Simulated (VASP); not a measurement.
Wanted: the native input for a VASP 6.6.1 run.

| Item | Value |
| --- | --- |
| Task | single point |
| Functional | PBE |
| Potentials or basis | VASP PAW PBE potentials, release 64 (Ti_sv, Sn_d, Te) |
| Cutoff | 520 eV |
| k mesh | 3 × 3 × 4 |
| Occupations | gaussian, width 0.1 eV |
| Spin | collinear spin, ferromagnetic start |
| Starting moments | [1.0, 0.0, 0.0, 0.0, 0.0, 0.0] μB |
| Dipole correction | no |
| Further INCAR settings | ALGO = Normal; EDIFF = 1e-06; NBANDS = 42 |

The structure of TiSn2Te3 lies in POSCAR:

```
TiSn2Te3
1.0
    7.8519494825      0.0000000000      0.0000000000
   -3.9259747413      6.7999877211      0.0000000000
    0.0000000000      0.0000000000      4.0109471540
Ti Sn Te
1 2 3
Direct
    0.0000000000      0.0000000000      0.0000000000
    0.3333333333      0.6666666667      0.0000000000
    0.6666666667      0.3333333333      0.0000000000
    0.5000000000      0.0000000000      0.5000000000
    0.5000000000      0.5000000000      0.5000000000
    0.0000000000      0.5000000000      0.5000000000
```

The input as run:

INCAR

```
PREC     = Accurate       # precision mode
ENCUT    = 520            # plane-wave cutoff, eV
EDIFF    = 1E-6           # SCF threshold, eV
ISMEAR   = 0              # smearing method
SIGMA    = 0.1            # smearing width, eV
LREAL    = F              # projectors in reciprocal space
LASPH    = T              # aspherical terms in the spheres
NELM     = 150            # most SCF steps
ALGO     = Normal         # electronic algorithm
ISIF     = 2              # what is computed and relaxed
LWAVE    = F              # write WAVECAR
LCHARG   = F              # write CHGCAR
ISPIN    = 2              # spin polarisation
MAGMOM   = 1 0 0 0 0 0    # initial moments
LORBIT   = 11             # projections on sites
LMAXMIX  = 4              # l up to which the mixer works
GGA      = PE             # functional
NBANDS   = 42             # bands
```

KPOINTS

```
Automatic mesh
0
Gamma
  3 3 4
```

Potentials or basis: VASP PAW PBE potentials, release 64 (Ti_sv, Sn_d, Te).

Run with:

```console
$ cat potpaw_PBE.64/Ti_sv/POTCAR potpaw_PBE.64/Sn_d/POTCAR potpaw_PBE.64/Te/POTCAR > POTCAR
$ mpirun -np 1 vasp_std > vasp.out
```

It gave:

```
Pressure                                              : 0.9 GPa
Net moment                                            : 2.88 μB per cell
Site moments                                          : Ti +2.04; Sn +0.03; Te -0.04 μB
Valence electrons inside the program's atomic spheres : Ti 10.05; Sn 12.15; Te 3.38
```

Caveat: the k points lie up to 0.39 Å⁻¹ apart.

Run time: 3.9 min on 1 thread of Intel(R) Xeon(R) Platinum 8488C (Sapphire Rapids), with other jobs on the host, peak memory 0.46 GiB.
